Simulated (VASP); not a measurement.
# TaVN2 (P4/mmm) in VASP: further runs

Runs on TaVN2. Level: PBE+D3(BJ)+U. Tasks: single point.

Everything below comes from runs of VASP 6.6.1. Logs are shortened: lines on timing, memory, paths and dates and some standing lists are left out, and cuts for length are marked.

**1. The cell of the first run**

Symmetry: P4/mmm, No. 123, tetragonal system. Conventional cell: a = 3.050 Å, b = 3.050 Å, c = 4.296 Å, α = 90.00°, β = 90.00°, γ = 90.00°. Ta (site symmetry 4/mmm) has 6 N at 2.15 to 2.16 Å within 2.8 Å. V (site symmetry 4/mmm) has 6 N at 2.15 to 2.16 Å within 2.8 Å. N (site symmetry 4/mmm) has 2 Ta at 2.15 Å and 4 V at 2.16 Å within 2.8 Å. N (site symmetry 4/mmm) has 2 V at 2.15 Å and 4 Ta at 2.16 Å within 2.8 Å.

**2. Single point, PBE+D3(BJ)+U, collinear spin, ferromagnetic start**

File INCAR:

```
PREC = Accurate
ENCUT = 520
EDIFF = 1E-6
ISMEAR = -1
SIGMA = 0.05
LREAL = F
LASPH = T
NELM = 150
ALGO = Normal
ISIF = 2
LWAVE = F
LCHARG = F
ISPIN = 2
MAGMOM = 0 0 1.8 1.8 0 0 0 0
LORBIT = 11
LMAXMIX = 4
LDAU = T
LDAUTYPE = 1
LDAUL = -1 2 -1
LDAUU = 0 5.9 0
LDAUJ = 0 0.9 0
LDAUPRINT = 1
GGA = PE
IVDW = 12
NBANDS = 48
LUSENCCL = F
```

File KPOINTS:

```
Automatic mesh
0
Gamma
  4 7 5
```

File POSCAR:

```
TaVN2
1.0
    6.0997000000      0.0000000000      0.0000000000
    0.0000000000      3.0499000000      0.0000000000
    0.0000000000      0.0000000000      4.2961000000
Ta V N
2 2 4
Direct
    0.0000000000      0.0000000000      0.0000000000
    0.5000000000      0.0000000000      0.0000000000
    0.2500000000      0.5000000000      0.5000000000
    0.7500000000      0.5000000000      0.5000000000
    0.0000000000      0.0000000000      0.5000000000
    0.2500000000      0.5000000000      0.0000000000
    0.5000000000      0.0000000000      0.5000000000
    0.7500000000      0.5000000000      0.0000000000
```

Potentials or basis: VASP PAW PBE potentials, release 64 (Ta_pv, V_sv, N).

Started as:

```
$ cat potpaw_PBE.64/Ta_pv/POTCAR potpaw_PBE.64/V_sv/POTCAR potpaw_PBE.64/N/POTCAR > POTCAR
$ mpirun -np 1 vasp_std > vasp.out
```

OUTCAR:

```text
PREC = Accurate
   ENCUT = 520
   EDIFF = 1E-6
   ISMEAR = -1
   LREAL = F
   LASPH = T
   NELM = 150
   ISIF = 2
   ISPIN = 2
   LORBIT = 11
   GGA = PE
   IVDW = 12
 IVDW          = 12

 ion  position               nearest neighbor table
   1  0.000  0.000  0.000-   5 2.15   5 2.15   8 2.16   6 2.16   6 2.16   8 2.16   4 3.04   4 3.04
                             3 3.04   4 3.04   3 3.04   3 3.04   3 3.04   4 3.04   2 3.05   2 3.05
   2  0.500  0.000  0.000-   7 2.15   7 2.15   8 2.16   6 2.16   6 2.16   8 2.16   4 3.04   4 3.04
                             3 3.04   4 3.04   3 3.04   3 3.04   3 3.04   4 3.04   1 3.05   1 3.05
   3  0.250  0.500  0.500-   6 2.15   6 2.15   7 2.16   5 2.16   5 2.16   7 2.16   2 3.04   2 3.04
                             1 3.04   2 3.04   1 3.04   1 3.04   1 3.04   2 3.04
   4  0.750  0.500  0.500-   8 2.15   8 2.15   5 2.16   7 2.16   5 2.16   7 2.16   2 3.04   2 3.04
                             1 3.04   2 3.04   1 3.04   1 3.04   1 3.04   2 3.04
   5  0.000  0.000  0.500-   1 2.15   1 2.15   4 2.16   3 2.16   3 2.16   4 2.16
   6  0.250  0.500  0.000-   3 2.15   3 2.15   1 2.16   2 2.16   1 2.16   2 2.16
   7  0.500  0.000  0.500-   2 2.15   2 2.15   4 2.16   3 2.16   3 2.16   4 2.16
   8  0.750  0.500  0.000-   4 2.15   4 2.15   1 2.16   2 2.16   1 2.16   2 2.16

  LATTYP: Found a simple orthorhombic cell.
 ALAT       =     3.0499000000
 B/A-ratio  =     1.4086035608
 C/A-ratio  =     1.9999672120

  Lattice vectors:

 A1 = (   0.0000000000,   3.0499000000,   0.0000000000)
 A2 = (   0.0000000000,   0.0000000000,   4.2961000000)
 A3 = (   6.0997000000,   0.0000000000,   0.0000000000)

Analysis of symmetry for initial positions (statically):
=====================================================================
 Subroutine PRICEL returns following result:

  LATTYP: Found a simple orthorhombic cell.
 ALAT       =     3.0498500000
 B/A-ratio  =     1.0000163942
 C/A-ratio  =     1.4086266538
[... 12 lines left out ...]
 Subroutine GETGRP returns: Found  8 space group operations
 (whereof  8 operations were pure point group operations)
 out of a pool of  8 trial point group operations.

The static configuration has the point symmetry D_2h.

Analysis of symmetry for dynamics (positions and initial velocities):
=====================================================================
 Subroutine PRICEL returns following result:

  LATTYP: Found a simple orthorhombic cell.
 ALAT       =     3.0498500000
 B/A-ratio  =     1.0000163942
 C/A-ratio  =     1.4086266538
[... 12 lines left out ...]
 Subroutine GETGRP returns: Found  8 space group operations
 (whereof  8 operations were pure point group operations)
 out of a pool of  8 trial point group operations.

The dynamic configuration has the point symmetry D_2h.

Analysis of structural, dynamic, and magnetic symmetry:
=====================================================================
 Subroutine PRICEL returns following result:

  LATTYP: Found a simple orthorhombic cell.
 ALAT       =     3.0498500000
 B/A-ratio  =     1.0000163942
 C/A-ratio  =     1.4086266538
[... 12 lines left out ...]
 Subroutine GETGRP returns: Found  8 space group operations
 (whereof  8 operations were pure point group operations)
 out of a pool of  8 trial point group operations.

The overall configuration has the point symmetry D_2h.

 Subroutine INISYM returns: Found  8 space group operations
 (whereof  8 operations are pure point group operations),
 and found     2 'primitive' translations

----------------------------------------------------------------------------------------

                                     Primitive cell

  volume of cell :      39.9612

[... 161 lines left out ...]
  o =  0.1443  v =  1.0000  0.0000  0.0000  0.0000  0.0000  0.0000  0.0000  0.0000  0.0000  0.0000      0.0000  0.0000  0.0000  0.0000  0.0000  0.0000  0.0000  0.0000  0.0000  0.0000
  o =  0.1536  v =  0.0000 -0.0000 -1.0000 -0.0000 -0.0001  0.0000  0.0000  0.0000  0.0000  0.0000      0.0000  0.0000  0.0000  0.0000  0.0000  0.0000  0.0000  0.0000  0.0000  0.0000
  o =  0.7987  v =  0.0000 -0.0000  0.0000 -1.0000  0.0000  0.0000  0.0000  0.0000  0.0000  0.0000      0.0000  0.0000  0.0000  0.0000  0.0000  0.0000  0.0000  0.0000  0.0000  0.0000
  o =  0.7993  v =  0.0000  1.0000 -0.0000 -0.0000  0.0000  0.0000  0.0000  0.0000  0.0000  0.0000      0.0000  0.0000  0.0000  0.0000  0.0000  0.0000  0.0000  0.0000  0.0000  0.0000
  o =  0.9124  v = -0.0000 -0.0000 -0.0001  0.0000  1.0000 -0.0000 -0.0000 -0.0000 -0.0000 -0.0000      0.0000  0.0000  0.0000 -0.0000 -0.0000  0.0000  0.0000  0.0000  0.0000  0.0000

atom =   4  type =  2  l = 2

 onsite density matrix

spin component  1

  0.1443  0.0000  0.0000 -0.0000  0.0000
  0.0000  0.7993 -0.0000 -0.0000 -0.0000
  0.0000 -0.0000  0.1536  0.0000 -0.0001
 -0.0000 -0.0000  0.0000  0.7987 -0.0000
  0.0000 -0.0000 -0.0001 -0.0000  0.9124

spin component  2

  0.1380  0.0000 -0.0000  0.0000 -0.0000
  0.0000  0.0537 -0.0000  0.0000 -0.0000
 -0.0000 -0.0000  0.1391  0.0000  0.0001
  0.0000  0.0000  0.0000  0.0536  0.0000
 -0.0000 -0.0000  0.0001  0.0000  0.0333

 occupancies and eigenvectors

  o =  0.0333  v = -0.0000 -0.0000 -0.0000 -0.0000 -0.0000 -0.0000  0.0000  0.0006 -0.0000 -1.0000      0.0000  0.0000  0.0000  0.0000  0.0000  0.0000  0.0000  0.0000 -0.0000  0.0000
  o =  0.0536  v =  0.0000  0.0000  0.0000  0.0000  0.0000  0.0000 -0.0000 -0.0000 -1.0000  0.0000      0.0000  0.0000  0.0000  0.0000  0.0000  0.0000  0.0000  0.0000  0.0000  0.0000
  o =  0.0537  v =  0.0000  0.0000  0.0000  0.0000  0.0000  0.0000 -1.0000  0.0000  0.0000  0.0000      0.0000  0.0000  0.0000  0.0000  0.0000  0.0000  0.0000  0.0000  0.0000  0.0000
  o =  0.1380  v =  0.0000  0.0000  0.0000  0.0000  0.0000  1.0000  0.0000  0.0000  0.0000  0.0000      0.0000  0.0000  0.0000  0.0000  0.0000  0.0000  0.0000  0.0000  0.0000  0.0000
  o =  0.1391  v =  0.0000  0.0000  0.0000  0.0000  0.0000  0.0000  0.0000  1.0000 -0.0000  0.0006      0.0000  0.0000  0.0000  0.0000  0.0000  0.0000  0.0000  0.0000  0.0000  0.0000
  o =  0.1443  v =  1.0000  0.0000  0.0000  0.0000  0.0000  0.0000  0.0000  0.0000  0.0000  0.0000      0.0000  0.0000  0.0000  0.0000  0.0000  0.0000  0.0000  0.0000  0.0000  0.0000
  o =  0.1536  v =  0.0000 -0.0000 -1.0000 -0.0000 -0.0001  0.0000  0.0000  0.0000  0.0000  0.0000      0.0000  0.0000  0.0000  0.0000  0.0000  0.0000  0.0000  0.0000  0.0000  0.0000
  o =  0.7987  v =  0.0000 -0.0000 -0.0000  1.0000  0.0000  0.0000  0.0000  0.0000  0.0000  0.0000      0.0000  0.0000  0.0000  0.0000  0.0000  0.0000  0.0000  0.0000  0.0000  0.0000
  o =  0.7993  v =  0.0000 -1.0000  0.0000 -0.0000 -0.0000  0.0000  0.0000  0.0000  0.0000  0.0000      0.0000  0.0000  0.0000  0.0000  0.0000  0.0000  0.0000  0.0000  0.0000  0.0000
  o =  0.9124  v = -0.0000  0.0000  0.0001  0.0000 -1.0000 -0.0000 -0.0000 -0.0000 -0.0000 -0.0000      0.0000  0.0000  0.0000  0.0000  0.0000  0.0000  0.0000  0.0000  0.0000  0.0000

 number of electron      67.9999979 magnetization       4.9677058

 Free energy of the ion-electron system (eV)
  ---------------------------------------------------
  ext. energy  EPLUGINS =         0.00000000
  ---------------------------------------------------
  free energy    TOTEN  =       -76.08861178 eV

  energy without entropy =      -76.07407336  energy(sigma->0) =      -76.08134257

 E-fermi :   9.8436     XC(G=0): -13.2358

 val. band max:        9.8433685322   @ k =   0.5000   0.1429   0.2000
 cond. band min:       9.8867100011   @ k =   0.5000   0.1429   0.4000
 fundamental gap:      0.0433414689
 Fermi energy:         9.8436116633

 spin component 1

 k-point     1 :       0.0000    0.0000    0.0000
  band No.  band energies     occupation
      1     -54.8087      1.00000
      2     -54.7946      1.00000
      3     -28.8698      1.00000
      4     -28.8349      1.00000
      5     -28.8027      1.00000
      6     -28.6334      1.00000
[... 2345 lines left out ...]
     45      15.7102      0.00000
     46      15.7102      0.00000

 [... further k-points ...]

 [bands above 46 left out]

------------------------ aborting loop because EDIFF is reached ----------------------------------------

 Edisp (eV)   -3.60931

 E8    (eV) :    -1.5861

  FORCE on cell =-STRESS in cart. coord.  units (eV):
  Direction    XX          YY          ZZ          XY          YZ          ZX
  --------------------------------------------------------------------------------------
  -------------------------------------------------------------------------------------
  Total       7.81075     7.95363     1.41042     0.00000     0.00000     0.00000
  in kB     156.57952   159.44372    28.27430     0.00000     0.00000     0.00000
  external pressure =      114.77 kB  Pullay stress =        0.00 kB

 VOLUME and BASIS-vectors are now :
 -----------------------------------------------------------------------------
  energy-cutoff  :      520.00
  volume of cell :       79.92
      direct lattice vectors                 reciprocal lattice vectors
     6.099700000  0.000000000  0.000000000     0.163942489  0.000000000  0.000000000
     0.000000000  3.049900000  0.000000000     0.000000000  0.327879603  0.000000000
     0.000000000  0.000000000  4.296100000     0.000000000  0.000000000  0.232769256

 POSITION                                       TOTAL-FORCE (eV/Angst)
 -----------------------------------------------------------------------------------
      0.00000      0.00000      0.00000         0.000000     -0.000000     -0.000000
      3.04985      0.00000      0.00000         0.000000     -0.000000     -0.000000
      1.52493      1.52495      2.14805         0.000000      0.000000     -0.000000
      4.57478      1.52495      2.14805         0.000000     -0.000000     -0.000000
      0.00000      0.00000      2.14805         0.000000     -0.000000     -0.000000
      1.52493      1.52495      0.00000        -0.000000     -0.000000     -0.000000
      3.04985      0.00000      2.14805         0.000000     -0.000000      0.000000
      4.57478      1.52495      0.00000        -0.000000     -0.000000     -0.000000
 -----------------------------------------------------------------------------------
    total drift:                                0.000000      0.000000      0.000000

  FREE ENERGIE OF THE ION-ELECTRON SYSTEM (eV)
  ---------------------------------------------------
  free  energy   TOTEN  =       -79.6979251527 eV

  energy  without entropy=      -79.6833867339  energy(sigma->0) =      -79.69065594

 total charge

# of ion       s       p       d       tot
------------------------------------------
    1        0.311   6.273   2.335   8.919
    2        0.311   6.273   2.335   8.919
    3        2.199   6.213   3.196  11.609
    4        2.199   6.213   3.196  11.609
    5        1.234   2.550   0.000   3.783
    6        1.235   2.568   0.000   3.804
    7        1.234   2.550   0.000   3.783
    8        1.235   2.568   0.000   3.804
--------------------------------------------------
tot          9.957  35.208  11.063  56.229

 magnetization (x)

# of ion       s       p       d       tot
------------------------------------------
    1       -0.000  -0.005  -0.142  -0.148
    2       -0.000  -0.005  -0.142  -0.148
    3        0.018   0.017   2.380   2.415
    4        0.018   0.017   2.380   2.415
    5        0.001   0.053   0.000   0.054
    6       -0.000   0.012   0.000   0.012
    7        0.001   0.053   0.000   0.054
    8       -0.000   0.012   0.000   0.012
--------------------------------------------------
tot          0.038   0.154   4.475   4.667
```

Run time: 1.9 min. Hardware: 1 × NVIDIA H100 80GB with 1 thread of AMD EPYC 7R13 (Zen 3), shared host; peak memory 1.4 GiB.

What came out:

```
Free energy                                           : -79.6979 eV
Pressure                                              : 11.5 GPa
Net moment                                            : 4.97 μB per cell
Site moments                                          : Ta -0.15; V +2.42; N +0.05, +0.01 μB
Valence electrons inside the program's atomic spheres : Ta 8.92; V 11.61; N 3.78, 3.80
Dispersion energy per atom                            : -0.451 eV
```

Stress tensor (GPa, compression positive):
```
15.66  0.00  0.00
 0.00 15.94  0.00
 0.00  0.00  2.83
```

Levels at points of the mesh, in eV from the Fermi level:
Spin up:
| k point | band 32 | band 33 | band 34 | band 35 | band 36 | band 37 | band 38 | band 39 | band 40 | band 41 |
| --- | --- | --- | --- | --- | --- | --- | --- | --- | --- | --- |
| (0.00, 0.00, 0.00) | -2.37 | -2.26 | -2.26 | -1.81 | -0.98 | -0.20 | 1.19 | 1.19 | 1.49 | 1.79 |
| (0.50, 0.00, 0.00) | -2.26 | -2.15 | -2.15 | -0.93 | -0.93 | -0.56 | -0.56 | 1.60 | 1.60 | 1.86 |
Spin down:
```csv
k point,band 30,band 31,band 32,band 33,band 34,band 35
"(0.00, 0.00, 0.00)",-2.16,-2.16,-0.06,-0.06,1.01,1.18
"(0.50, 0.00, 0.00)",-3.27,-1.08,-1.08,0.40,0.40,0.75
```

Eigenvalues of the final occupation matrices:
| site | spin | trace | eigenvalues |
| --- | --- | --- | --- |
| site 3 d | 1 | 2.81 | 0.14 0.15 0.80 0.80 0.91 |
| site 3 d | 2 | 0.42 | 0.03 0.05 0.05 0.14 0.14 |
| site 4 d | 1 | 2.81 | 0.14 0.15 0.80 0.80 0.91 |
| site 4 d | 2 | 0.42 | 0.03 0.05 0.05 0.14 0.14 |

Caveat: spin-orbit coupling is left out, which moves the levels of the heavy elements; pairwise dispersion overbinds metals, which lowers pressure and volume.

[end of part 1 of 2]
